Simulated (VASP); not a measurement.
Wanted: the native input for a VASP 6.6.1 run.

| Quantity | Value |
| --- | --- |
| Task | single point |
| Functional | PBE |
| Potentials or basis | VASP PAW PBE potentials, release 64 (Li_sv, Ge_d, N) |
| Cutoff | 520 eV |
| k mesh | 14 × 14 × 8 |
| Occupations | gaussian, width 0.1 eV |
| Spin | no spin polarisation |
| Dipole correction | no |
| Further INCAR settings | ALGO = Normal; EDIFF = 1e-07; NBANDS = 31 |

The structure of LiGeN lies in POSCAR:

```
LiGeN
1.0
    1.5072779210     -4.8644143200      0.0000000000
    1.5072779210      4.8644143200      0.0000000000
    0.0000000000      0.0000000000      4.8586304457
Li Ge N
2 2 2
Direct
    0.7657035972      0.2342964028      0.2500000000
    0.2342964028      0.7657035972      0.7500000000
    0.5000000000      0.5000000000      0.0000000000
    0.5000000000      0.5000000000      0.5000000000
    0.1209368148      0.8790631852      0.2500000000
    0.8790631852      0.1209368148      0.7500000000
```

The cell was generated, and may not be a known phase.

These files were run (other wordings do the same):

INCAR

```
PREC     = Accurate       # precision mode
ENCUT    = 520            # plane-wave cutoff, eV
EDIFF    = 1E-7           # SCF threshold, eV
ISMEAR   = 0              # smearing method
SIGMA    = 0.1            # smearing width, eV
LREAL    = False          # projectors in reciprocal space
LASPH    = True           # aspherical terms in the spheres
NELM     = 60             # most SCF steps
ALGO     = Normal         # electronic algorithm
ISIF     = 2              # what is computed and relaxed
LWAVE    = False          # write WAVECAR
LCHARG   = False          # write CHGCAR
GGA      = PE             # functional
NBANDS   = 31             # bands
```

KPOINTS

```
Automatic mesh
0
Gamma
  14 14 8
```

Potentials or basis: VASP PAW PBE potentials, release 64 (Li_sv, Ge_d, N).

The run is started by

```console
$ cat potpaw_PBE.64/Li_sv/POTCAR potpaw_PBE.64/Ge_d/POTCAR potpaw_PBE.64/N/POTCAR > POTCAR
$ mpirun -np 1 vasp_std > vasp.out
```

Results of the run:

* Largest force: 0.016 eV/Å
* Band gap on the k mesh: zero (bands 22 and 23 overlap by 1.08 eV)

Wall time 6.5 min on 1 thread of Intel(R) Xeon(R) 6975P-C (Granite Rapids) (shared host), peak memory 0.62 GiB.
